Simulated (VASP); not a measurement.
# Si2Sn3 (P6/mmm) in VASP: further runs, part 3 of 3

VASP 6.6.1. The steps go on from the part before.

**5. Relaxation of cell and atoms, PBE**

Input file INCAR:

```
SYSTEM = Si2Sn3
PREC     = Accurate       ! precision mode
ENCUT    = 600            ! plane-wave cutoff, eV
EDIFF    = 1E-6           ! SCF threshold, eV
ISMEAR   = 0              ! smearing method
SIGMA    = 0.1            ! smearing width, eV
LREAL    = .FALSE.        ! projectors in reciprocal space
LASPH    = .TRUE.         ! aspherical terms in the spheres
NELM     = 60             ! most SCF steps
ALGO     = Normal         ! electronic algorithm
ISIF     = 3              ! what is computed and relaxed
LWAVE    = .FALSE.        ! write WAVECAR
LCHARG   = .FALSE.        ! write CHGCAR
GGA      = PE             ! functional
IBRION   = 2              ! ionic algorithm
NSW      = 90             ! ionic steps
EDIFFG   = -0.04          ! ionic threshold
```

Input file KPOINTS:

```
regular mesh
0
G
  6 6 2
  0 0 0
```

Input file POSCAR:

```
Si2Sn3
1.0
    3.0432594600      0.0000000000      0.0000000000
   -1.5216297300      2.6355400000      0.0000000000
    0.0000000000      0.0000000000     14.2889877000
Si Sn
2 3
Direct
    0.0000000000      0.0000000000      0.6000000000
    0.0000000000      0.0000000000      0.4000000000
    0.0000000000      0.0000000000      0.8000000000
    0.0000000000      0.0000000000      0.0000000000
    0.0000000000      0.0000000000      0.2000000000
```

Potentials or basis: VASP PAW PBE potentials, release 64 (Si, Sn_d).

Command:

```console
$ cat potpaw_PBE.64/Si/POTCAR potpaw_PBE.64/Sn_d/POTCAR > POTCAR
$ mpirun -np 1 vasp_std > vasp.out
```

OUTCAR:

```text
SYSTEM = Si2Sn3
   PREC = Accurate
   ENCUT = 600
   EDIFF = 1E-6
   ISMEAR = 0
   LREAL = .FALSE.
   LASPH = .TRUE.
   NELM = 60
   ISIF = 3
   GGA = PE
   IBRION = 2
   NSW = 90
   EDIFFG = -0.04

 ion  position               nearest neighbor table
   1  0.000  0.000  0.600-   3 2.86   2 2.86
   2  0.000  0.000  0.400-   5 2.86   1 2.86
   3  0.000  0.000  0.800-   1 2.86   4 2.86
   4  0.000  0.000  0.000-   3 2.86   5 2.86
   5  0.000  0.000  0.200-   2 2.86   4 2.86

  LATTYP: Found a hexagonal cell.
 ALAT       =     3.0432594600
 C/A-ratio  =     4.6952906539

  Lattice vectors:

 A1 = (   3.0432594600,   0.0000000000,   0.0000000000)
 A2 = (  -1.5216297300,   2.6355400000,   0.0000000000)
 A3 = (   0.0000000000,   0.0000000000,  14.2889877000)

Analysis of symmetry for initial positions (statically):
[... 282 lines left out ...]
  energy  without entropy=      -20.1813426971  energy(sigma->0) =      -20.18144875

[... ionic steps 4 to 16 ...]

--------------------------------------- Ionic step       17  -------------------------------------------

 number of electron      49.9999997 magnetization

------------------------ aborting loop because EDIFF is reached ----------------------------------------
[... 73 lines left out ...]
--------------------------------------- Ionic step       19  -------------------------------------------

 number of electron      49.9999994 magnetization

 Free energy of the ion-electron system (eV)
  ---------------------------------------------------
  ext. energy  EPLUGINS =         0.00000000
  ---------------------------------------------------
  free energy    TOTEN  =       -20.42707464 eV

  energy without entropy =      -20.40829883  energy(sigma->0) =      -20.41768673

 E-fermi :   7.4947     XC(G=0): -10.1868

 val. band max:        7.4482306548   @ k =   0.1667   0.1667   0.5000
 cond. band min:       7.5530305902   @ k =   0.3333   0.1667   0.0000
 fundamental gap:      0.1047999354
 Fermi energy:         7.4946532734

 k-point     1 :       0.0000    0.0000    0.0000
  band No.  band energies     occupation
      1     -14.1716      2.00000
      2     -14.0951      2.00000
      3     -14.0788      2.00000
      4     -14.0788      2.00000
      5     -14.0780      2.00000
      6     -14.0780      2.00000
[... 483 lines left out ...]
  FREE ENERGIE OF THE ION-ELECTRON SYSTEM (eV)
  ---------------------------------------------------
  free  energy   TOTEN  =       -20.4270746350 eV

  energy  without entropy=      -20.4082988288  energy(sigma->0) =      -20.41768673

 reached required accuracy - stopping structural energy minimisation
```

CONTCAR:

```text
Si2Sn3
   1.00000000000000
     3.0888182300967553    0.0000000000000000    0.0000000000000000
    -1.5444091150483776    2.6749950521542352    0.0000000000000000
     0.0000000000000000   -0.0000000000000000   14.5405982632286168
  Si              Sn
     2     3
Direct
     0.0000000000000000    0.0000000000000000    0.5837802365318876
     1.0000000000000000    0.0000000000000000    0.4162197634681126
     0.0000000000000000    1.0000000000000000    0.7779089384854326
     0.0000000000000000    0.0000000000000000    0.0000000000000000
     0.0000000000000000    0.0000000000000000    0.2220910615145675

  0.00000000E+00  0.00000000E+00  0.00000000E+00
  0.00000000E+00  0.00000000E+00  0.00000000E+00
  0.00000000E+00  0.00000000E+00  0.00000000E+00
  0.00000000E+00  0.00000000E+00  0.00000000E+00
  0.00000000E+00  0.00000000E+00  0.00000000E+00
```

It took 8.8 min on 1 thread of AMD EPYC 7R13 (Zen 3), shared host; peak memory 0.25 GiB.

Results:

```
Free energy                           : -20.4271 eV
Relaxed volume                        : 24.03 Å³/atom
Relaxed cell                          : a = 3.089 Å, b = 3.089 Å, c = 14.541 Å, α = 90.00°, β = 90.00°, γ = 120.00°
Space group after relaxing (to 0.1 Å) : P6/mmm (No. 191)
Energy gained by relaxing             : 97.2 meV/atom
Ionic steps                           : 19
Pressure after relaxing               : 0.0 GPa
Largest force after relaxing          : 0.012 eV/Å
```

Forces on the atoms (eV/Å):
```
Si   0.000  0.000 -0.012
Si   0.000  0.000  0.012
Sn   0.000  0.000 -0.007
Sn   0.000  0.000  0.000
Sn   0.000  0.000  0.007
```

The path:
| step | energy change (eV) | largest force (eV/Å) | pressure (GPa) | volume (Å³) |
| --- | --- | --- | --- | --- |
| 1 | 0.0000 | 1.1460 | 4.42 | 114.61 |
| 2 | -0.2184 | 0.4166 | -1.51 | 125.26 |
| 3 | -0.2403 | 0.5513 | -0.30 | 122.21 |
| 4 | -0.2408 | 0.5339 | -0.45 | 122.54 |
| 5 | -0.2954 | 0.4339 | -0.55 | 122.33 |
| 6 | -0.3791 | 0.2893 | -0.50 | 121.66 |
| 7 | -0.4116 | 0.1477 | 0.08 | 120.51 |
| 8 | -0.4148 | 0.0890 | 0.35 | 120.02 |
| 9 | -0.4182 | 0.0558 | 0.14 | 120.47 |
| 10 | -0.4216 | 0.0932 | -0.49 | 121.82 |
| 11 | -0.4239 | 0.1061 | -0.46 | 121.73 |
| 12 | -0.4279 | 0.1531 | -0.44 | 121.47 |
| 13 | -0.4679 | 0.4572 | -0.35 | 120.93 |
| 14 | -0.4663 | 0.1938 | -0.42 | 121.36 |
| 15 | -0.4712 | 0.2837 | -0.44 | 121.15 |
| 16 | -0.4785 | 0.2783 | -0.01 | 120.25 |
| 17 | -0.4790 | 0.2628 | 0.08 | 120.02 |
| 18 | -0.4840 | 0.1314 | 0.05 | 120.08 |
| 19 | -0.4858 | 0.0116 | 0.02 | 120.14 |

Final structure:
```cif
data_structure
_symmetry_space_group_name_H-M 'P 1'
_symmetry_Int_Tables_number 1
_cell_length_a 3.0888
_cell_length_b 3.0888
_cell_length_c 14.5406
_cell_angle_alpha 90.000
_cell_angle_beta 90.000
_cell_angle_gamma 120.000
_cell_volume 120.14
loop_
_atom_site_label
_atom_site_type_symbol
_atom_site_fract_x
_atom_site_fract_y
_atom_site_fract_z
_atom_site_occupancy
Si1 Si 0.00000 0.00000 0.58378 1
Si2 Si 0.00000 0.00000 0.41622 1
Sn1 Sn 0.00000 0.00000 0.77791 1
Sn2 Sn 0.00000 0.00000 0.00000 1
Sn3 Sn 0.00000 0.00000 0.22209 1
```

Levels at points of the mesh, in eV from the Fermi level:
| k point | band 23 | band 24 | band 25 | band 26 | band 27 | band 28 |
| --- | --- | --- | --- | --- | --- | --- |
| (0.00, 0.00, 0.00) | 0.62 | 0.66 | 5.70 | 5.70 | 5.91 | 7.36 |
| (0.50, 0.00, 0.00) | -3.83 | -3.14 | -1.92 | -0.72 | 0.21 | 2.87 |
| (0.00, 0.00, 0.50) | -1.79 | 2.73 | 4.44 | 5.70 | 5.70 | 7.35 |
| (0.50, 0.00, 0.50) | -3.58 | -3.17 | -1.81 | -1.66 | 1.82 | 2.20 |

Caveat: the k points lie up to 0.39 Å⁻¹ apart in the final cell; the highest band is partly filled, so the run has too few bands; spin-orbit coupling is left out, which moves the levels of the heavy elements.

**6. The runs side by side**

```csv
task,cell,k mesh,cutoff (eV),gap on the mesh (eV),pressure (GPa),largest force (eV/Å)
single point,"a = 3.043, b = 3.043, c = 14.289 Å, angles 90.0, 90.0, 120.0°, 5 atoms, atomic positions A",6 × 6 × 2,520,none,4.2,1.12
single point,"a = 3.135, b = 3.135, c = 14.164 Å, angles 90.0, 90.0, 120.0°, 5 atoms, atomic positions B",6 × 6 × 2,520,none,-0.1,0.01
single point,"a = 3.109, b = 3.109, c = 14.186 Å, angles 90.0, 90.0, 120.0°, 5 atoms, atomic positions C",12 × 12 × 4,520,none,0.0,-
relaxation of cell and atoms,"relaxed from a = 3.043, b = 3.043, c = 14.289 Å, angles 90.0, 90.0, 120.0°, 5 atoms, atomic positions A",6 × 6 × 2,600,-,0.0,0.01
```

Alike in all rows: level PBE; potentials or basis VASP PAW PBE potentials, release 64 (Si, Sn_d); no spin polarisation; smearing gaussian 0.1 eV.

Caveats: some runs use coarse meshes; spin-orbit coupling is left out, which moves the levels of the heavy elements; forces of over 1 eV/Å act on the atoms, so gaps and moduli don't describe the material at rest (at least some runs); the highest band is partly filled, so the run has too few bands (at least some runs).

Absolute energies hang on the potentials; compare differences alone.
